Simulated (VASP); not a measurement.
Write the native input for VASP 6.6.1 that does the following.

* Task: single point
* Functional: LDA
* Potentials or basis: VASP PAW LDA potentials, release 64 (Sb, Li_sv)
* Cutoff: 520 eV
* k mesh: 6 × 6 × 6
* Occupations: methfessel-paxton, width 0.1 eV
* Spin: no spin polarisation
* Dipole correction: no
* Further INCAR settings: ALGO = Normal; EDIFF = 1e-07; NBANDS = 17

The structure of LiSb3 lies in POSCAR:

```
LiSb3
1.0
    4.6810210000      0.0000000000      0.0000000000
    0.0000000000      4.6810210000      0.0000000000
    0.0000000000      0.0000000000      4.6810210000
Sb Li
3 1
Direct
    0.5000000000      0.5000000000      0.0000000000
    0.0000000000      0.5000000000      0.5000000000
    0.5000000000      0.0000000000      0.5000000000
    0.0000000000      0.0000000000      0.0000000000
```

These files were run (other wordings do the same):

INCAR

```
PREC = Accurate
ENCUT = 520
EDIFF = 1E-7
ISMEAR = 1
SIGMA = 0.1
LREAL = False
LASPH = True
NELM = 60
ALGO = Normal
ISIF = 2
LWAVE = False
LCHARG = False
GGA = CA
NBANDS = 17
```

KPOINTS

```
Automatic mesh
0
Gamma
  6 6 6
```

Potentials or basis: VASP PAW LDA potentials, release 64 (Sb, Li_sv).

Command:

```console
$ cat potpaw_LDA.64/Sb/POTCAR potpaw_LDA.64/Li_sv/POTCAR > POTCAR
$ mpirun -np 1 vasp_std > vasp.out
```

It gave:

```yaml
Band_gap_on_the_k_mesh: zero (band 9 reaches 8.17 eV, above the bottom of band 10 at 5.78 eV)
```

Caveat: spin-orbit coupling is left out, which moves the levels of the heavy elements.

Wall time 23 s on 1 thread of Intel Xeon 6975P-C, with other jobs on the host, peak memory 0.18 GiB.
